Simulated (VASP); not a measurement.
MnO2: relaxation of cell and atoms with PBEsol

Crystal: MnO2.

```
CELL_PARAMETERS angstrom
2.85496 0.00000 0.00000
-1.42748 2.47246 0.00000
0.00000 0.00000 10.22174
ATOMIC_POSITIONS crystal
Mn 0.00000 0.00000 0.50000
Mn 0.00000 0.00000 0.00000
O 0.66667 0.33333 0.40686
O 0.66667 0.33333 0.09314
O 0.33333 0.66667 0.59314
O 0.33333 0.66667 0.90686
```

```yaml
Program: VASP 6.6.1
Task: relaxation of cell and atoms
Functional: PBEsol
Potentials_or_basis: VASP PAW PBE potentials, release 64 (Mn_pv, O)
Cutoff: 600 eV
k_mesh: 11 × 11 × 3
Occupations: fermi-dirac, width 0.05 eV
Spin: collinear spin, ferromagnetic start
Starting_moments: "[4.0, 4.0, 0.0, 0.0, 0.0, 0.0] μB"
Dipole_correction: no
Further_INCAR_settings: ALGO = Normal; EDIFF = 1e-06; IBRION = 2; EDIFFG = -0.01; NSW = 60; ISIF = 3
```

The relaxed volume is 12.01 Å³/atom. The relaxed cell is a = 2.842 Å, b = 2.842 Å, c = 10.303 Å, α = 90.00°, β = 90.00°, γ = 120.00°, the space group after relaxing (to 0.1 Å) is P6_3/mmc (No. 194) and the energy gained by relaxing is 0.8 meV/atom. The ionic steps are 25. The pressure after relaxing is 0.1 GPa and the largest force after relaxing is 0.003 eV/Å. The band gap on the k mesh is 0.74 eV (least direct gap 0.79 eV) and the net moment is 6.00 μB per cell. The site moments are Mn +2.83; O +0.05 μB. The valence electrons inside the program's atomic spheres are Mn 11.80; O 4.98.

Forces on the atoms (eV/Å):
```
Mn   0.000  0.000  0.000
Mn   0.000  0.000  0.000
O    0.000  0.000  0.003
O    0.000  0.000 -0.003
O    0.000  0.000 -0.003
O    0.000  0.000  0.003
```

The path:
```csv
step,energy change (eV),largest force (eV/Å),pressure (GPa),volume (Å³)
1,0.0000,0.1131,-1.62,72.15
2,0.0041,0.2394,2.66,70.89
3,-0.0036,0.0293,0.03,71.63
4,-0.0036,0.0322,0.09,71.62
5,-0.0040,0.0057,0.09,71.61
6,-0.0041,0.0159,0.22,71.60
7,-0.0040,0.0486,-0.21,71.77
8,-0.0041,0.0289,-0.02,71.67
9,-0.0042,0.0113,0.12,71.70
10,-0.0042,0.0199,0.26,71.77
11,-0.0043,0.0122,0.29,71.75
12,-0.0043,0.0124,0.21,71.78
13,-0.0043,0.0135,0.15,71.84
14,-0.0044,0.0165,0.07,71.97
15,-0.0044,0.0105,0.05,71.98
16,-0.0045,0.0070,-0.06,72.03
17,-0.0044,0.0411,-0.26,72.13
18,-0.0045,0.0205,-0.18,72.07
19,-0.0045,0.0207,-0.14,72.07
20,-0.0046,0.0195,0.05,72.07
21,-0.0045,0.0186,0.17,72.05
22,-0.0046,0.0201,-0.05,72.06
23,-0.0046,0.0198,0.02,72.06
24,-0.0046,0.0163,0.09,72.07
25,-0.0046,0.0033,0.07,72.08
```

Final structure:
```
Mn O
1.0
     2.84229    0.00000    0.00000
    -1.42115    2.46150    0.00000
     0.00000    0.00000   10.30255
Mn O
2 4
Direct
  0.00000 0.00000 0.50000
  0.00000 0.00000 0.00000
  0.66667 0.33333 0.40755
  0.66667 0.33333 0.09245
  0.33333 0.66667 0.59245
  0.33333 0.66667 0.90755
```

Levels at points of the mesh, in eV from the valence-band top:
Spin up:
| k point | band 26 | band 27 | band 28 | band 29 | band 30 | band 31 |
| --- | --- | --- | --- | --- | --- | --- |
| (0.00, 0.00, 0.00) | -1.44 | -0.27 | -0.04 | 2.91 | 2.91 | 2.93 |
Spin down:
| k point | band 20 | band 21 | band 22 | band 23 | band 24 | band 25 |
| --- | --- | --- | --- | --- | --- | --- |
| (0.00, 0.00, 0.00) | -1.36 | -1.34 | -1.34 | 0.74 | 0.74 | 0.75 |

Wall time 58 min on 1 thread of Intel Xeon 8259CL, on a shared host, peak memory 0.33 GiB.

Caveat: the PAW data sets were made with another functional, which shifts forces and pressure a little; the run started ferromagnetic, and an antiferromagnetic order may lie lower in energy. A k mesh can miss the band edges.
